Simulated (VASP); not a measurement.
# LiCl (I4/mmm) in VASP: further runs, part 2 of 2

VASP 6.6.1.

## Step 3: Single point, PBEsol (strain -0.025 along x and y, -0.050 along z)

The input, INCAR:

```
SYSTEM = LiCl
PREC = Accurate
ENCUT = 520
EDIFF = 1E-6
ISMEAR = 0
SIGMA = 0.05
LREAL = .False.
LASPH = .True.
NELM = 100
ALGO = Normal
ISIF = 2
LWAVE = .False.
LCHARG = .False.
GGA = PS
NBANDS = 12
```

The input, KPOINTS:

```
regular mesh
0
Gamma
  8 8 8
  0 0 0
```

The input, POSCAR:

```
LiCl
1.0
    0.0000000000      2.5006410000      2.4365220000
    2.5006410000      0.0000000000      2.4365220000
    2.5006410000      2.5006410000      0.0000000000
Li Cl
1 1
Direct
    0.0000000000      0.0000000000      0.0000000000
    0.5000000000      0.5000000000      0.5000000000
```

Potentials or basis: VASP PAW PBE potentials, release 64 (Li_sv, Cl).

Run with:

```
> cat potpaw_PBE.64/Li_sv/POTCAR potpaw_PBE.64/Cl/POTCAR > POTCAR
> mpirun -np 1 vasp_std > vasp.out
```

OUTCAR:

```text
SYSTEM = LiCl
   PREC = Accurate
   ENCUT = 520
   EDIFF = 1E-6
   ISMEAR = 0
   LREAL = .False.
   LASPH = .True.
   NELM = 100
   ISIF = 2
   GGA = PS

 ion  position               nearest neighbor table
   1  0.000  0.000  0.000-   2 2.44   2 2.44   2 2.50   2 2.50   2 2.50   2 2.50
   2  0.500  0.500  0.500-   1 2.44   1 2.44   1 2.50   1 2.50   1 2.50   1 2.50

  LATTYP: Found a body centered tetragonal cell.
 ALAT       =     3.5364404168
 C/A-ratio  =     1.3779516762

  Lattice vectors:

 A1 = (   0.0000000000,  -2.5006410000,  -2.4365220000)
 A2 = (   0.0000000000,   2.5006410000,  -2.4365220000)
 A3 = (   2.5006410000,   0.0000000000,   2.4365220000)

Analysis of symmetry for initial positions (statically):
=====================================================================
 Subroutine PRICEL returns:
 Original cell was already a primitive cell.

 Routine SETGRP: Setting up the symmetry group for a
 body centered tetragonal supercell.

 Subroutine GETGRP returns: Found 16 space group operations
 (whereof 16 operations were pure point group operations)
 out of a pool of 16 trial point group operations.

The static configuration has the point symmetry D_4h.

Analysis of symmetry for dynamics (positions and initial velocities):
=====================================================================
 Subroutine PRICEL returns:
 Original cell was already a primitive cell.

 Routine SETGRP: Setting up the symmetry group for a
 body centered tetragonal supercell.

 Subroutine GETGRP returns: Found 16 space group operations
 (whereof 16 operations were pure point group operations)
 out of a pool of 16 trial point group operations.

The dynamic configuration has the point symmetry D_4h.

 Subroutine INISYM returns: Found 16 space group operations
 (whereof 16 operations are pure point group operations),
 and found     1 'primitive' translations

----------------------------------------------------------------------------------------

                                     Primitive cell

  volume of cell :      30.4721

  direct lattice vectors                    reciprocal lattice vectors
     0.000000000  2.500641000  2.436522000    -0.199948733  0.199948733  0.205210542
     2.500641000  0.000000000  2.436522000     0.199948733 -0.199948733  0.205210542
     2.500641000  2.500641000  0.000000000     0.199948733  0.199948733 -0.205210542

  length of vectors
     3.491395834  3.491395834  3.536440417     0.349385687  0.349385687  0.349385687

  position of ions in fractional coordinates (direct lattice)
     0.000000000  0.000000000  0.000000000
     0.500000000  0.500000000  0.500000000

  ion indices of the primitive-cell ions
   primitive index   ion index
                 1           1
                 2           2

----------------------------------------------------------------------------------------

 KPOINTS: regular mesh

Automatic generation of k-mesh.
 Grid dimensions read from file:
 generate k-points for:    8    8    8

 Generating k-lattice:

  Cartesian coordinates                     Fractional coordinates (reciprocal lattice)
    -0.024993592  0.024993592  0.025651318     0.125000000  0.000000000  0.000000000
     0.024993592 -0.024993592  0.025651318     0.000000000  0.125000000  0.000000000
     0.024993592  0.024993592 -0.025651318     0.000000000  0.000000000  0.125000000

  Length of vectors
[... 41 lines left out ...]
   dimension x,y,z NGXF=    56 NGYF=   56 NGZF=   56
   ions per type =               1   1
   NGX,Y,Z   is equivalent  to a cutoff of  13.33, 13.33, 13.16 a.u.
   NGXF,Y,Z  is equivalent  to a cutoff of  26.66, 26.66, 26.33 a.u.
 SYSTEM =  LiCl
   PREC   = accura    normal or accurate (medium, high low for compatibility)
   ISTART =      0    job   : 0-new  1-cont  2-samecut
   ICHARG =      2    charge: 1-file 2-atom 10-const
   ISPIN  =      1    spin polarized calculation?
   LNONCOLLINEAR =      F non collinear calculations
   LSORBIT =      F    spin-orbit coupling
   LASPH  =      T    aspherical Exc in radial PAW
   ENCUT  =  520.0 eV  38.22 Ry    6.18 a.u.   6.49  6.49  6.58*2*pi/ulx,y,z
   NELM   =    100;   NELMIN=  2; NELMDL= -5     # of ELM steps
   EDIFF  = 0.1E-05   stopping-criterion for ELM
   LREAL  =      F    real-space projection
   EDIFFG = 0.1E-04   stopping-criterion for IOM
   NSW    =      0    number of steps for IOM
   IBRION =     -1    ionic relax: 0-MD 1-quasi-New 2-CG
   NFREE  =      0    steps in history (QN), initial steepest desc. (CG)
   ISIF   =      2    stress and relaxation
   ISYM   =      2    0-nonsym 1-usesym 2-fastsym
   POTIM  = 0.5000    time-step for ionic-motion
   TEBEG  =    0.0;   TEEND  =   0.0 temperature during run
   PSTRESS=    0.0 pullay stress
   NELECT =      10.0000    total number of electrons
   NUPDOWN=      -1.0000    fix difference up-down
   EMIN   =  10.00;   EMAX   =-10.00  energy-range for DOS
   EFERMI =   0.00;   METHOD = LEGACY
   ISMEAR =     0;   SIGMA  =   0.05  broadening in eV -4-tet -1-fermi 0-gaus
   EFERMI_NEDOS =   21; number of points for ismear=-14 and -15
   IALGO  =     38    algorithm
   IMIX   =      4    mixing-type and parameters
     AMIX     =   0.40;   BMIX     =  1.00
     AMIX_MAG =   1.60;   BMIX_MAG =  1.00
  volume/ion in A,a.u.               =      15.24       102.82
  Fermi-wavevector in a.u.,A,eV,Ry     =   1.129208  2.133893 17.348924  1.275110
  Thomas-Fermi vector in A             =   2.265900
   LORBIT       =      0    0 simple, 1 ext, 2 COOP (PROOUT), +10 PAW based schemes
   GGA     = PS    functional components
   LHFCALC =     F    Hartree Fock is set to
   AEXX    =    0.0000 exact exchange contribution
   IVDW    =     0    specifies the selected vdW correction
   LEPSILON=     F    determine dielectric tensor
   LRPA    =     F    only Hartree local field effects (RPA)
 non-spin polarized calculation
 Gauss-broadening in eV      SIGMA  =   0.05
  energy-cutoff  :      520.00
  volume of cell :       30.47
 maximum number of plane-waves:       845
 NGX is ok and might be reduce to    28
   NGX = 13   NGY = 13   NGZ = 13

 number of electron      10.0000000 magnetization

 number of electron       9.9999993 magnetization

 Free energy of the ion-electron system (eV)
  ---------------------------------------------------
  ext. energy  EPLUGINS =         0.00000000
  ---------------------------------------------------
  free energy    TOTEN  =        -7.62075154 eV

  energy without entropy =       -7.62075154  energy(sigma->0) =       -7.62075154

 E-fermi :   1.6513     XC(G=0):  -9.3600

 val. band max:        1.3776037379   @ k =   0.0000   0.0000   0.0000
 cond. band min:       8.0016769710   @ k =   0.5000  -0.0000   0.0000
 fundamental gap:      6.6240732331
 Fermi energy:         1.6512924137

 k-point     1 :       0.0000    0.0000    0.0000
  band No.  band energies     occupation
      1     -41.3168      2.00000
      2     -12.4361      2.00000
      3       1.2926      2.00000
      4       1.3776      2.00000
      5       1.3776      2.00000
      6       8.1090      0.00000
      7      13.1579      0.00000
      8      13.1579      0.00000
      9      13.3984      0.00000
     10      15.9869      0.00000
     11      16.1608      0.00000
     12      16.1608      0.00000
[... 331 lines left out ...]
 k-point    24 :       0.3750   -0.0000    0.1250
  band No.  band energies     occupation
      1     -41.3124      2.00000
      2     -11.8447      2.00000
      3      -1.2234      2.00000
      4       0.7645      2.00000
      5       0.8416      2.00000
      6       9.1091      0.00000
      7      10.8312      0.00000
      8      12.1532      0.00000
      9      12.8255      0.00000
     10      16.0346      0.00000
     11      18.0002      0.00000
     12      18.8373      0.00000

 [... further k-points ...]

------------------------ aborting loop because EDIFF is reached ----------------------------------------

  FORCE on cell =-STRESS in cart. coord.  units (eV):
  Direction    XX          YY          ZZ          XY          YZ          ZX
  --------------------------------------------------------------------------------------
  -------------------------------------------------------------------------------------
  Total        0.3801163      0.3801163      0.6943116      0.0000000      0.0000000      0.0000000
  in kB       19.9859154     19.9859154     36.5058077      0.0000000      0.0000000      0.0000000
  external PRESSURE =      25.4925462 kB  Pullay stress =       0.0000000 kB

 VOLUME and BASIS-vectors are now :
 -----------------------------------------------------------------------------
  energy-cutoff  :      520.00
  volume of cell :       30.47
      direct lattice vectors                 reciprocal lattice vectors
     0.000000000  2.500641000  2.436522000    -0.199948733  0.199948733  0.205210542
     2.500641000  0.000000000  2.436522000     0.199948733 -0.199948733  0.205210542
     2.500641000  2.500641000  0.000000000     0.199948733  0.199948733 -0.205210542

 POSITION                                       TOTAL-FORCE (eV/Angst)
 -----------------------------------------------------------------------------------
      0.00000      0.00000      0.00000        -0.000000      0.000000      0.000000
      2.50064      2.50064      2.43652         0.000000     -0.000000      0.000000
 -----------------------------------------------------------------------------------
    total drift:                                0.000000      0.000000      0.000000

  FREE ENERGIE OF THE ION-ELECTRON SYSTEM (eV)
  ---------------------------------------------------
  free  energy   TOTEN  =        -7.6207515417 eV

  energy  without entropy=       -7.6207515417  energy(sigma->0) =       -7.62075154
```

stdout:

```text
POSCAR found type information on POSCAR LiCl
 POSCAR found :  2 types and       2 ions
 scaLAPACK will be used
 -----------------------------------------------------------------------------
|                                                                             |
|                                                                             |
|     You enforced a specific xc type in the INCAR file but a different       |
|     I HOPE YOU KNOW WHAT YOU ARE DOING!                                     |
|                                                                             |
 -----------------------------------------------------------------------------

 LDA part: xc-table for (Slater+PW92), standard interpolation
 POSCAR, INCAR and KPOINTS ok, starting setup
 FFT: planning ... GRIDC
 FFT: planning ... GRID_SOFT
 FFT: planning ... GRID
 WAVECAR not read
 entering main loop
```

Wall time 34 s (1 thread of Intel Xeon 8259CL, shared host); peak memory 0.16 GiB.

What came out:

* Free energy: -7.6208 eV
* Band gap on the k mesh: 6.62 eV (least direct gap 6.73 eV)

Caveat: the cell differs from its parent crystal (strain -0.025 along x and y, -0.050 along z); the cutoff is under 1.25 times the usual one of these potentials, so pressure, stress and relaxed cells hold a basis-set (Pulay) error; the PAW data sets were made with another functional, which shifts forces and pressure a little. A k mesh can miss the band edges.

## Step 4: Single point, PBEsol (strain -0.025 along x and y, +0.000 along z)

The input, INCAR:

```
SYSTEM = LiCl
ALGO = Normal
EDIFF = 1E-6
ENCUT = 520
GGA = PS
ISIF = 2
ISMEAR = 0
LASPH = .True.
LCHARG = .True.
LELF = .True.
LREAL = .False.
LVHAR = .True.
LWAVE = .False.
NBANDS = 12
NELM = 100
PREC = Accurate
SIGMA = 0.05
```

The input, KPOINTS:

```
k-points
0
Gamma
  8 8 8
  0 0 0
```

The input, POSCAR:

```
LiCl
1.0
    0.0000000000      2.5006410000      2.5647600000
    2.5006410000      0.0000000000      2.5647600000
    2.5006410000      2.5006410000      0.0000000000
Li Cl
1 1
Direct
    0.0000000000      0.0000000000      0.0000000000
    0.5000000000      0.5000000000      0.5000000000
```

Run with:

```
> cat potpaw_PBE.64/Li_sv/POTCAR potpaw_PBE.64/Cl/POTCAR > POTCAR
> mpirun -np 1 vasp_std > vasp.out
```

Wall time 31 s (1 thread of Intel Xeon 8259CL, shared host); peak memory 0.16 GiB.

The run converged. Its results:

| Property | Result |
| --- | --- |
| Free energy | -7.6366 eV |
| Band gap on the k mesh | 6.39 eV |

Levels at points of the mesh, in eV from the valence-band top:
| k point | band 3 | band 4 | band 5 | band 6 | band 7 | band 8 |
| --- | --- | --- | --- | --- | --- | --- |
| (0.00, 0.00, 0.00) | -0.07 | -0.07 | 0.00 | 6.39 | 11.66 | 11.89 |
| (0.50, 0.00, 0.00) | -3.13 | -0.37 | -0.29 | 6.56 | 9.27 | 9.48 |
| (0.50, 0.50, 0.00) | -3.25 | -1.21 | -1.21 | 7.89 | 8.05 | 12.43 |
| (0.50, 0.00, 0.50) | -3.24 | -1.39 | -1.21 | 7.82 | 7.93 | 12.79 |

Caveat: the cell differs from its parent crystal (strain -0.025 along x and y, +0.000 along z); the cutoff is under 1.25 times the usual one of these potentials, so pressure, stress and relaxed cells hold a basis-set (Pulay) error; the PAW data sets were made with another functional, which shifts forces and pressure a little.

## Step 5: Single point, PBEsol (strain +0.000 along x and y, -0.025 along z)

The input, INCAR:

```
PREC     = Accurate       # precision mode
ENCUT    = 520            # plane-wave cutoff, eV
EDIFF    = 1E-6           # SCF threshold, eV
ISMEAR   = 0              # smearing method
SIGMA    = 0.05           # smearing width, eV
LREAL    = False          # projectors in reciprocal space
LASPH    = True           # aspherical terms in the spheres
NELM     = 80             # most SCF steps
ALGO     = Normal         # electronic algorithm
ISIF     = 2              # what is computed and relaxed
LWAVE    = False          # write WAVECAR
LCHARG   = False          # write CHGCAR
GGA      = PS             # functional
NBANDS   = 12             # bands
```

The input, KPOINTS:

```
regular mesh
0
Gamma
  8 8 8
```

The input, POSCAR:

```
LiCl
1.0
    0.0000000000      2.5647600000      2.5006410000
    2.5647600000      0.0000000000      2.5006410000
    2.5647600000      2.5647600000      0.0000000000
Li Cl
1 1
Direct
    0.0000000000      0.0000000000      0.0000000000
    0.5000000000      0.5000000000      0.5000000000
```

Run with:

```
> cat potpaw_PBE.64/Li_sv/POTCAR potpaw_PBE.64/Cl/POTCAR > POTCAR
> mpirun -np 1 vasp_std > vasp.out
```

Run time: 25 s. Hardware: 1 thread of Intel Xeon 8259CL, shared host; peak memory 0.16 GiB.

It converged, with:

| Item | Value |
| --- | --- |
| Free energy | -7.6369 eV |
| Band gap on the k mesh | 6.26 eV |

Levels at points of the mesh, in eV from the valence-band top:
```csv
k point,band 3,band 4,band 5,band 6,band 7,band 8
"(0.00, 0.00, 0.00)",-0.08,0.00,0.00,6.26,11.74,11.74
"(0.50, 0.00, 0.00)",-3.00,-0.33,-0.26,6.56,9.27,9.49
"(0.50, 0.50, 0.00)",-3.10,-1.25,-1.25,7.77,7.95,12.71
"(0.50, 0.00, 0.50)",-3.11,-1.26,-1.08,7.83,8.07,12.35
```

Caveat: the cell differs from its parent crystal (strain +0.000 along x and y, -0.025 along z); the cutoff is under 1.25 times the usual one of these potentials, so pressure, stress and relaxed cells hold a basis-set (Pulay) error; the PAW data sets were made with another functional, which shifts forces and pressure a little. A k mesh can miss the band edges.

## Step 6: Single point, PBEsol (strain -0.025 along x and y, +0.025 along z)

The input, INCAR:

```
PREC     = Accurate       # precision mode
ENCUT    = 520            # plane-wave cutoff, eV
EDIFF    = 1E-6           # SCF threshold, eV
ISMEAR   = 0              # smearing method
SIGMA    = 0.05           # smearing width, eV
LREAL    = F              # projectors in reciprocal space
LASPH    = T              # aspherical terms in the spheres
NELM     = 80             # most SCF steps
ALGO     = Normal         # electronic algorithm
ISIF     = 2              # what is computed and relaxed
LWAVE    = F              # write WAVECAR
LCHARG   = T              # write CHGCAR
GGA      = PS             # functional
LELF     = T              # ELF
LVHAR    = T            
NBANDS   = 12             # bands
```

The input, KPOINTS:

```
Automatic mesh
0
Gamma
  8 8 8
```

The input, POSCAR:

```
LiCl
1.0
    0.0000000000      2.5006410000      2.6288790000
    2.5006410000      0.0000000000      2.6288790000
    2.5006410000      2.5006410000      0.0000000000
Li Cl
1 1
Direct
    0.0000000000      0.0000000000      0.0000000000
    0.5000000000      0.5000000000      0.5000000000
```

Potentials or basis: VASP PAW PBE potentials, release 64 (Li_sv, Cl).

Run with:

```
> cat potpaw_PBE.64/Li_sv/POTCAR potpaw_PBE.64/Cl/POTCAR > POTCAR
> mpirun -np 1 vasp_std > vasp.out
```

Wall time 24 s (1 thread of Intel Xeon 8259CL, shared host); peak memory 0.16 GiB.

Results (log left out):

| Property | Result |
| --- | --- |
| Free energy | -7.6322 eV |
| Band gap on the k mesh | 6.21 eV |

Levels at points of the mesh, in eV from the valence-band top:
| k point | band 2 | band 3 | band 4 | band 5 | band 6 | band 7 | band 8 | band 9 |
| --- | --- | --- | --- | --- | --- | --- | --- | --- |
| (0.00, 0.00, 0.00) | -13.56 | -0.12 | -0.12 | 0.00 | 6.21 | 11.48 | 11.93 | 11.93 |
| (0.50, 0.00, 0.00) | -12.95 | -3.05 | -0.42 | -0.28 | 6.50 | 9.15 | 9.54 | 13.01 |
| (0.50, 0.50, 0.00) | -12.74 | -3.16 | -1.14 | -1.14 | 7.86 | 8.14 | 11.97 | 14.38 |
| (0.50, 0.00, 0.50) | -12.64 | -3.16 | -1.48 | -1.13 | 7.73 | 7.91 | 12.66 | 13.50 |

Caveat: the cell differs from its parent crystal (strain -0.025 along x and y, +0.025 along z); the cutoff is under 1.25 times the usual one of these potentials, so pressure, stress and relaxed cells hold a basis-set (Pulay) error; the PAW data sets were made with another functional, which shifts forces and pressure a little. A k mesh can miss the band edges.

## Step 7: Overview

```tsv
cell	gap on the mesh (eV)
a = 3.538, b = 3.538, c = 3.446 Å, angles 60.9, 60.9, 58.3°, 2 atoms	6.56
a = 3.491, b = 3.491, c = 3.536 Å, angles 59.6, 59.6, 60.9°, 2 atoms	6.62
a = 3.582, b = 3.582, c = 3.536 Å, angles 60.4, 60.4, 59.2°, 2 atoms	6.39
a = 3.582, b = 3.582, c = 3.627 Å, angles 59.6, 59.6, 60.8°, 2 atoms	6.26
a = 3.628, b = 3.628, c = 3.536 Å, angles 60.8, 60.8, 58.3°, 2 atoms	6.21
```

Alike in all rows: task single point; level PBEsol; potentials or basis VASP PAW PBE potentials, release 64 (Li_sv, Cl); no spin polarisation; k mesh 8 × 8 × 8; cutoff (eV) 520; smearing gaussian 0.05 eV.

Caveats: the cutoff is under 1.25 times the usual one of these potentials, so pressure, stress and relaxed cells hold a basis-set (Pulay) error; the PAW data sets were made with another functional, which shifts forces and pressure a little.

Total energies depend on the potentials used, so only differences within one code and one set of settings carry meaning.
